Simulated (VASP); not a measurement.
**AlNi: single point with PBE**

The system is AlNi.

```
Al Ni
1.0
     2.88100    0.00000    0.00000
     0.00000    2.88100    0.00000
     0.00000    0.00000    2.88100
Al Ni
1 1
Direct
  0.00000 0.00000 0.00000
  0.50000 0.50000 0.50000
```

- Program: VASP 6.6.1
- Task: single point
- Functional: PBE
- Potentials or basis: VASP PAW PBE potentials, release 64 (Al, Ni)
- Cutoff: 520 eV
- k mesh: 10 × 10 × 10
- Occupations: fermi-dirac, width 0.1 eV
- Spin: collinear spin, ferromagnetic start
- Starting moments: [0.0, 1.5] μB

- Pressure: 2.0 GPa
- Net moment: 0.00 μB per cell
- Valence electrons inside the program's atomic spheres: Al 0.80; Ni 9.46

Levels at points of the mesh, in eV from the Fermi level:
Spin up:
```csv
k point,band 3,band 4,band 5,band 6,band 7,band 8,band 9,band 10
"(0.00, 0.00, 0.00)",-3.24,-1.56,-1.56,-1.56,5.49,5.49,5.49,8.11
"(0.50, 0.00, 0.00)",-2.76,-2.26,-2.26,-1.47,-0.66,8.27,10.01,10.01
"(0.50, 0.50, 0.00)",-2.90,-2.90,-2.09,-2.09,-1.03,1.47,2.45,12.26
"(0.50, 0.50, 0.50)",-4.11,-1.00,-1.00,1.99,1.99,1.99,3.68,4.43
```
Spin down:
| k point | band 3 | band 4 | band 5 | band 6 | band 7 | band 8 | band 9 | band 10 |
| --- | --- | --- | --- | --- | --- | --- | --- | --- |
| (0.00, 0.00, 0.00) | -3.24 | -1.55 | -1.55 | -1.55 | 5.49 | 5.49 | 5.49 | 8.11 |
| (0.50, 0.00, 0.00) | -2.77 | -2.26 | -2.26 | -1.47 | -0.66 | 8.27 | 10.01 | 10.01 |
| (0.50, 0.50, 0.00) | -2.90 | -2.90 | -2.09 | -2.09 | -1.03 | 1.47 | 2.45 | 12.26 |
| (0.50, 0.50, 0.50) | -4.11 | -1.00 | -1.00 | 1.99 | 1.99 | 1.99 | 3.68 | 4.43 |

Run time: 15 s on 1 thread of Intel(R) Xeon(R) 6975P-C (Granite Rapids), with other jobs on the host, peak memory 0.17 GiB.

Caveat: the starting moments collapsed, and a magnetic state may lie lower.
